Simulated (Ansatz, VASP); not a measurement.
**Ga2O3: VASP beside Ansatz**

Contents of INCAR:

```
SYSTEM = Ga2O3
PREC = Accurate
ENCUT = 520
EDIFF = 1E-7
ISMEAR = 0
SIGMA = 0.05
LREAL = .FALSE.
LASPH = .TRUE.
NELM = 80
ALGO = Normal
ISIF = 2
LWAVE = .FALSE.
LCHARG = .FALSE.
GGA = PE
NBANDS = 55
```

File KPOINTS:

```
Automatic mesh
0
G
  6 6 6
  0 0 0
```

File POSCAR:

```
Ga2O3
1.0
    2.5287245564      1.4599598033      4.5410352127
   -2.5287245564      1.4599598033      4.5410352127
    0.0000000000     -2.9199196066      4.5410352127
Ga O
4 6
Direct
    0.3521985188      0.3521985188      0.3521985188
    0.1478014812      0.1478014812      0.1478014812
    0.6404610110      0.6404610110      0.6404610110
    0.8595389890      0.8595389890      0.8595389890
    0.5523018518      0.9476981482      0.2500000000
    0.2500000000      0.5523018518      0.9476981482
    0.9476981482      0.2500000000      0.5523018518
    0.4459551854      0.0540448146      0.7500000000
    0.7500000000      0.4459551854      0.0540448146
    0.0540448146      0.7500000000      0.4459551854
```

Input for Ansatz:

```yaml
crystal:
  lattice:
    - [2.5287245564, 1.4599598033, 4.5410352127]
    - [-2.5287245564, 1.4599598033, 4.5410352127]
    - [0.0, -2.9199196066, 4.5410352127]
  atoms:
    - { symbol: Ga, position: [0.3521985188, 0.3521985188, 0.3521985188] }
    - { symbol: Ga, position: [0.1478014812, 0.1478014812, 0.1478014812] }
    - { symbol: Ga, position: [0.640461011, 0.640461011, 0.640461011] }
    - { symbol: Ga, position: [0.859538989, 0.859538989, 0.859538989] }
    - { symbol: O, position: [0.5523018518, 0.9476981482, 0.25] }
    - { symbol: O, position: [0.25, 0.5523018518, 0.9476981482] }
    - { symbol: O, position: [0.9476981482, 0.25, 0.5523018518] }
    - { symbol: O, position: [0.4459551854, 0.0540448146, 0.75] }
    - { symbol: O, position: [0.75, 0.4459551854, 0.0540448146] }
    - { symbol: O, position: [0.0540448146, 0.75, 0.4459551854] }
basis:
  ecutwfc: 420
kpoints:
  mp_grid: { grid: [6, 6, 6] }
hamiltonian:
  xc: pbe
scf:
  occupations: { method: gaussian, width: 0.05 }
output:
  forces: true
  stress: true
  eigenvalues: true
```

Change from the starting cell: mode 17 (318.2 1/cm) frozen in, largest displacement +0.050 Å.

Alike in both runs: task single point; functional PBE; k mesh 6 × 6 × 6; occupations gaussian, width 0.05 eV; no spin polarisation.

```csv
,VASP,Ansatz
version,VASP 6.6.1,Ansatz 0.2.0
potentials or method,"VASP PAW PBE potentials, release 64 (Ga_d, O), cutoff 520 eV","scalar-relativistic, plane waves, PAW"
valence electrons in the cell,88,88
```

```tsv
	VASP	Ansatz	Ansatz less VASP
gap on the k mesh at the Fermi level (eV)	2.28	2.29	+0.012
least direct gap on the mesh (eV)	2.31	2.33	+0.012
pressure (GPa)	1.3	0.3	-0.91
traceless stress, the component that is largest in VASP (GPa)	-0.37	-0.28	+0.090
rms of the force components (eV/Å)	0.481	0.475	-0.0060
```

Atom by atom the forces differ by 0.007 eV/Å (rms over components). With one functional, cell and mesh, what is left measures potentials, basis and numerics.
